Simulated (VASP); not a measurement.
Hf5O3, 8 atoms in the cell. Symmetry: C2/m, No. 12, monoclinic system. The conventional cell has a = 9.798 Å, b = 4.543 Å, c = 7.025 Å, α = 90.00°, β = 130.89°, γ = 90.00°. Hf (site symmetry m) has 3 O at 2.26 to 2.56 Å and 12 Hf at 3.03 to 3.49 Å within 3.5 Å. Within 3.3 Å of Hf (site symmetry m) lie 4 O at 2.27 to 2.31 Å and 9 Hf at 3.02 to 3.22 Å. Within 2.9 Å of Hf (site symmetry 2/m) lie 4 O at 2.20 to 2.27 Å. O (site symmetry m) has 6 Hf at 2.20 to 2.56 Å within 2.9 Å. Within 3.2 Å of O (site symmetry 2/m) lie 6 Hf at 2.27 to 2.41 Å and 6 O at 3.04 to 3.16 Å.  This cell differs from its parent crystal: atoms taken out.

```yaml
Program: VASP 6.6.1
Task: single point
Functional: PBE
Potentials_or_basis: VASP PAW PBE potentials, release 64 (Hf_pv, O)
Cutoff: 520 eV
k_mesh: 4 × 4 × 3
Occupations: gaussian, width 0.2 eV
Spin: no spin polarisation
Dipole_correction: no
Further_INCAR_settings: ALGO = Normal; EDIFF = 1e-06; NBANDS = 44
```

Potentials or basis: VASP PAW PBE potentials, release 64 (Hf_pv, O).

Command:

```bash
$ cat potpaw_PBE.64/Hf_pv/POTCAR potpaw_PBE.64/O/POTCAR > POTCAR
$ mpirun -np 1 vasp_std > vasp.out
```

Hardware: 1 thread of Intel(R) Xeon(R) Platinum 8259CL CPU @ 2.50GHz (Skylake/Cascade Lake) (shared host).

**Question.** How long does it take, and how much memory?

**Answer.** Run time: 2.4 min on 1 thread of Intel(R) Xeon(R) Platinum 8259CL CPU @ 2.50GHz (Skylake/Cascade Lake), with other jobs on the host, peak memory 0.36 GiB. Counts: scf iterations 15, k points 17.
